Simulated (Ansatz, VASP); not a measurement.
## Two plane-wave programs on Cu

INCAR

```
PREC = Accurate
ENCUT = 520
EDIFF = 1E-7
ISMEAR = -1
SIGMA = 0.05
LREAL = False
LASPH = True
NELM = 60
ALGO = Fast
ISIF = 2
LWAVE = False
LCHARG = False
GGA = CA
NBANDS = 18
```

Contents of KPOINTS:

```
Automatic mesh
0
Gamma
  11 11 11
```

The input POSCAR:

```
Cu
1.0
    1.2184636900     -3.9763780104      0.0000000000
    1.2184636900      3.9763780104      0.0000000000
    0.0000000000      0.0000000000      2.4754955235
Cu
2
Direct
    0.8661333500      0.1338666500      0.7500000000
    0.1338666500      0.8661333500      0.2500000000
```

Contents of input.yaml:

```yaml
crystal:
  lattice:
    - [1.21846369, -3.9763780104, 0.0]
    - [1.21846369, 3.9763780104, 0.0]
    - [0.0, 0.0, 2.4754955235]
  atoms:
    - { symbol: Cu, position: [0.86613335, 0.13386665, 0.75] }
    - { symbol: Cu, position: [0.13386665, 0.86613335, 0.25] }
hamiltonian:
  xc: lda
  pseudopotentials: { kind: paw }
kpoints:
  mp_grid: { grid: [11, 11, 11] }
  band_path:
    path:
      - [[0.0, 0.0, 0.0], [0.2734741495, 0.2734741495, 0.0], [0.0, 0.5, 0.0], [0.0, 0.5, 0.5], [0.2734741495, 0.2734741495, 0.5], [0.0, 0.0, 0.5], [0.0, 0.0, 0.0], [-0.5, 0.5, 0.0], [-0.2734741495, 0.7265258505, 0.0], [-0.2734741495, 0.7265258505, 0.5], [-0.5, 0.5, 0.5], [-0.5, 0.5, 0.0]]
      - [[0.0, 0.0, 0.5], [-0.5, 0.5, 0.5]]
    npoints: 14
scf:
  occupations: { method: fermi_dirac, width: 0.05 }
  n_extra_bands: 6
output:
  forces: true
  stress: true
  eigenvalues: true
  fatbands: false
  write_density: true
  write_potential: true
  elf: true
  volumetric_format: npy
```

Alike in both runs: functional LDA; k mesh 11 × 11 × 11; occupations fermi-dirac, width 0.05 eV; no spin polarisation.

|  | VASP | Ansatz |
| --- | --- | --- |
| version | VASP 6.6.1 | Ansatz 0.2.0 |
| potentials or method | VASP PAW LDA potentials, release 64 (Cu) | Ansatz PAW |
| plane-wave cutoff (eV) | 520 | 420 |
| valence electrons in the cell | 22 | 38 |
| task | single point | band structure |

```csv
,VASP,Ansatz,Ansatz less VASP
gap on the k mesh at the Fermi level (eV),none,none,-
pressure (GPa),-6.8,-7.6,-0.72
"traceless stress, the component that is largest in VASP (GPa)",-0.81,-0.87,-0.063
rms of the force components (eV/Å),0.022,0.024,+0.0028
```

LDA's correlation is that of Perdew and Zunger in VASP and of Perdew and Wang (1992) in Ansatz. Atom by atom the forces differ by 0.003 eV/Å (rms over components). A gap of «none» marks a metal or a gap that the smearing closes. VASP's potentials hold 22 valence electrons a cell and Ansatz's 38, so a difference there can come from the potentials and not from the codes.
